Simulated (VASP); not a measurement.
# TiSi2 (Cmcm) in VASP: a series of runs, part 2 of 2

VASP 6.6.1. The steps go on from the part before.

## 5. Single point, PBE (15.50 Å³/atom)

This run uses another cell than the first one, of 15.50 Å³/atom.

Input file INCAR:

```
SYSTEM = TiSi2
PREC = Accurate ; ENCUT = 520
EDIFF = 1E-7 ; ISMEAR = 0
SIGMA = 0.15 ; LREAL = .False.
LASPH = .True. ; NELM = 60
ALGO = Normal ; ISIF = 2
LWAVE = .False. ; LCHARG = .True.
GGA = PE ; LELF = .True.
LVHAR = .True. ; NBANDS = 29
```

Input file KPOINTS:

```
Automatic mesh
0
Gamma
  12 12 12
  0 0 0
```

Input file POSCAR:

```
TiSi2
1.0
    1.7876204385     -7.2093419846      0.0000000000
    1.7876204385      7.2093419846      0.0000000000
    0.0000000000      0.0000000000      3.6071975193
Ti Si
2 4
Direct
    0.8968075258      0.1031924742      0.7500000000
    0.1031924742      0.8968075258      0.2500000000
    0.5591373591      0.4408626409      0.7500000000
    0.4408626409      0.5591373591      0.2500000000
    0.2498287182      0.7501712818      0.7500000000
    0.7501712818      0.2498287182      0.2500000000
```

Potentials or basis: VASP PAW PBE potentials, release 64 (Ti_sv, Si).

Started as:

```console
cat potpaw_PBE.64/Ti_sv/POTCAR potpaw_PBE.64/Si/POTCAR > POTCAR
mpirun -np 1 vasp_std > vasp.out
```

OUTCAR:

```text
SYSTEM = TiSi2
   PREC = Accurate
   ENCUT = 520
   EDIFF = 1E-7
   ISMEAR = 0
   LREAL = .False.
   LASPH = .True.
   NELM = 60
   ISIF = 2
   GGA = PE

 ion  position               nearest neighbor table
   1  0.897  0.103  0.750-   4 2.62   4 2.62   4 2.62   4 2.62   5 2.77   5 2.77   6 2.78   6 2.78
                             3 2.95   3 2.95
   2  0.103  0.897  0.250-   3 2.62   3 2.62   3 2.62   3 2.62   6 2.77   6 2.77   5 2.78   5 2.78
                             4 2.95   4 2.95
   3  0.559  0.441  0.750-   4 2.48   4 2.48   2 2.62   2 2.62   2 2.62   2 2.62   1 2.95   1 2.95

   4  0.441  0.559  0.250-   3 2.48   3 2.48   1 2.62   1 2.62   1 2.62   1 2.62   2 2.95   2 2.95

   5  0.250  0.750  0.750-   6 2.54   6 2.54   6 2.54   6 2.54   1 2.77   1 2.77   2 2.78   2 2.78

   6  0.750  0.250  0.250-   5 2.54   5 2.54   5 2.54   5 2.54   2 2.77   2 2.77   1 2.78   1 2.78

  LATTYP: Found a base centered orthorhombic cell.
 ALAT       =     3.5752408770
 B/A-ratio  =     4.0329265818
 C/A-ratio  =     1.0089383187

  Lattice vectors:

 A1 = (   1.7876204385,  -7.2093419846,   0.0000000000)
 A2 = (   1.7876204385,   7.2093419846,   0.0000000000)
 A3 = (   0.0000000000,   0.0000000000,   3.6071975193)

Analysis of symmetry for initial positions (statically):
=====================================================================
 Subroutine PRICEL returns:
 Original cell was already a primitive cell.

 Routine SETGRP: Setting up the symmetry group for a
 base centered orthorhombic supercell.

 Subroutine GETGRP returns: Found  8 space group operations
 (whereof  4 operations were pure point group operations)
 out of a pool of  8 trial point group operations.

The static configuration has the point symmetry C_2h.
 The point group associated with its full space group is D_2h.

Analysis of symmetry for dynamics (positions and initial velocities):
[... 141 lines left out ...]
  volume/ion in A,a.u.               =      15.50       104.57
  Fermi-wavevector in a.u.,A,eV,Ry     =   1.235865  2.335447 20.781042  1.527364
  Thomas-Fermi vector in A             =   2.370497
   LORBIT       =      0    0 simple, 1 ext, 2 COOP (PROOUT), +10 PAW based schemes
   GGA     = PE    functional components
   LHFCALC =     F    Hartree Fock is set to
   AEXX    =    0.0000 exact exchange contribution
   IVDW    =     0    specifies the selected vdW correction
   LEPSILON=     F    determine dielectric tensor
   LRPA    =     F    only Hartree local field effects (RPA)
 non-spin polarized calculation
 Gauss-broadening in eV      SIGMA  =   0.15
  energy-cutoff  :      520.00
  volume of cell :       92.98
 maximum number of plane-waves:      2534
   NGX = 27   NGY = 27   NGZ = 13

 number of electron      40.0000006 magnetization

 Free energy of the ion-electron system (eV)
  ---------------------------------------------------
  ext. energy  EPLUGINS =         0.00000000
  ---------------------------------------------------
  free energy    TOTEN  =       -40.50046861 eV

  energy without entropy =      -40.48115938  energy(sigma->0) =      -40.49081400

 E-fermi :   9.4495     XC(G=0): -11.2450

 val. band max:        9.4465876744   @ k =   0.5000   0.0833   0.0833
 cond. band min:       9.4522914796   @ k =  -0.2500   0.0833   0.0000
 fundamental gap:      0.0057038052
 Fermi energy:         9.4495273395

 k-point     1 :       0.0000    0.0000    0.0000
  band No.  band energies     occupation
      1     -47.6217      2.00000
      2     -47.6172      2.00000
      3     -23.9552      2.00000
      4     -23.9044      2.00000
      5     -23.8971      2.00000
      6     -23.8901      2.00000
[... 757 lines left out ...]
     28      11.9833      0.00000
     29      12.7183      0.00000

 [... further k-points ...]

------------------------ aborting loop because EDIFF is reached ----------------------------------------

  FORCE on cell =-STRESS in cart. coord.  units (eV):
  Direction    XX          YY          ZZ          XY          YZ          ZX
  --------------------------------------------------------------------------------------
  -------------------------------------------------------------------------------------
  Total       -2.9476337     -7.1851608     -3.5634807      0.0000000      0.0000000      0.0000000
  in kB      -50.7940955   -123.8158418    -61.4064709      0.0000000      0.0000000      0.0000000
  external PRESSURE =     -78.6721361 kB  Pullay stress =       0.0000000 kB

 VOLUME and BASIS-vectors are now :
 -----------------------------------------------------------------------------
  energy-cutoff  :      520.00
  volume of cell :       92.98
      direct lattice vectors                 reciprocal lattice vectors
     1.787620439 -7.209341985  0.000000000     0.279701434 -0.069354457  0.000000000
     1.787620439  7.209341985  0.000000000     0.279701434  0.069354457  0.000000000
     0.000000000  0.000000000  3.607197519     0.000000000  0.000000000  0.277223522

 POSITION                                       TOTAL-FORCE (eV/Angst)
 -----------------------------------------------------------------------------------
      1.78762     -5.72144      2.70540         0.000000      0.481924     -0.000000
      1.78762      5.72144      0.90180         0.000000     -0.481924      0.000000
      1.78762     -0.85268      2.70540         0.000000      0.402894      0.000000
      1.78762      0.85268      0.90180         0.000000     -0.402894      0.000000
      1.78762      3.60714      2.70540         0.000000     -0.018927      0.000000
      1.78762     -3.60714      0.90180         0.000000      0.018927      0.000000
 -----------------------------------------------------------------------------------
    total drift:                                0.000000     -0.000000      0.000000

  FREE ENERGIE OF THE ION-ELECTRON SYSTEM (eV)
  ---------------------------------------------------
  free  energy   TOTEN  =       -40.5004686126 eV

  energy  without entropy=      -40.4811593807  energy(sigma->0) =      -40.49081400
```

OSZICAR:

```text
N       E                     dE             d eps       ncg     rms          rms(c)
DAV:   1     0.380970551138E+03    0.38097E+03   -0.18778E+04 17458   0.143E+03
DAV:   2     0.874033656420E+00   -0.38010E+03   -0.36973E+03 17648   0.419E+02
DAV:   3    -0.411010253250E+02   -0.41975E+02   -0.41180E+02 28742   0.117E+02
DAV:   4    -0.447133983946E+02   -0.36124E+01   -0.35856E+01 25626   0.301E+01
DAV:   5    -0.449332669376E+02   -0.21987E+00   -0.21980E+00 26203   0.617E+00    0.172E+01
DAV:   6    -0.417702434550E+02    0.31630E+01   -0.48537E+01 25032   0.432E+01    0.891E+00
DAV:   7    -0.406380052635E+02    0.11322E+01   -0.13449E+01 24285   0.248E+01    0.512E+00
DAV:   8    -0.405088897382E+02    0.12912E+00   -0.12189E+00 23295   0.752E+00    0.106E+00
DAV:   9    -0.405005756598E+02    0.83141E-02   -0.84336E-02 25184   0.197E+00    0.653E-01
DAV:  10    -0.405007125024E+02   -0.13684E-03   -0.17942E-02 24984   0.907E-01    0.257E-01
DAV:  11    -0.405005703604E+02    0.14214E-03   -0.50931E-03 24674   0.495E-01    0.820E-02
DAV:  12    -0.405004655217E+02    0.10484E-03   -0.58816E-04 23511   0.178E-01    0.133E-02
DAV:  13    -0.405004709504E+02   -0.54288E-05   -0.41411E-05 26774   0.391E-02    0.119E-02
DAV:  14    -0.405004686648E+02    0.22857E-05   -0.25114E-05 24909   0.345E-02    0.400E-03
DAV:  15    -0.405004685605E+02    0.10429E-06   -0.16085E-06 23053   0.101E-02    0.899E-04
DAV:  16    -0.405004686126E+02   -0.52074E-07   -0.32952E-08 13173   0.132E-03
   1 F= -.40500469E+02 E0= -.40490814E+02  d E =-.193092E-01
```

stdout:

```text
POSCAR found type information on POSCAR TiSi
 POSCAR found :  2 types and       6 ions
 scaLAPACK will be used
 LDA part: xc-table for (Slater+PW92), standard interpolation
 POSCAR, INCAR and KPOINTS ok, starting setup
 FFT: planning ... GRIDC
 FFT: planning ... GRID_SOFT
 FFT: planning ... GRID
 WAVECAR not read
 entering main loop
```

Run time: 20 min. Hardware: 1 thread of Intel Xeon Platinum 8488C (Sapphire Rapids), shared host; peak memory 0.76 GiB.

What came out:

```yaml
Free_energy: -40.5005 eV
Pressure: -7.9 GPa
Largest_force: 0.482 eV/Å
Band_gap_on_the_k_mesh: zero (bands 20 and 21 overlap by 0.84 eV)
```

Forces in eV/Å, atoms in the order of the input:
```
Ti   0.000  0.482  0.000
Ti   0.000 -0.482  0.000
Si   0.000  0.403  0.000
Si   0.000 -0.403  0.000
Si   0.000 -0.019  0.000
Si   0.000  0.019  0.000
```

Stress tensor (GPa, compression positive):
```
 -5.08   0.00   0.00
  0.00 -12.38   0.00
  0.00   0.00  -6.14
```

Caveat: the cell stands under tension.

## 6. The runs side by side

```csv
cell,gap on the mesh (eV),pressure (GPa),largest force (eV/Å)
"a = 7.133, b = 7.133, c = 3.508 Å, angles 90.0, 90.0, 151.8°, 6 atoms",none,4.0,0.26
"a = 6.882, b = 6.882, c = 3.514 Å, angles 90.0, 90.0, 150.7°, 6 atoms",none,8.5,0.18
"a = 7.108, b = 7.108, c = 3.452 Å, angles 90.0, 90.0, 152.1°, 6 atoms",none,10.2,0.31
"a = 7.428, b = 7.428, c = 3.607 Å, angles 90.0, 90.0, 152.1°, 6 atoms",none,-7.9,0.48
```

Alike in all rows: task single point; level PBE; potentials or basis VASP PAW PBE potentials, release 64 (Ti_sv, Si); no spin polarisation; k mesh 12 × 12 × 12; cutoff (eV) 520; smearing gaussian 0.15 eV.

Caveats: the cell stands under pressure (at least some runs); the cell stands under tension (at least some runs).

Absolute energies hang on the potentials; compare differences alone.
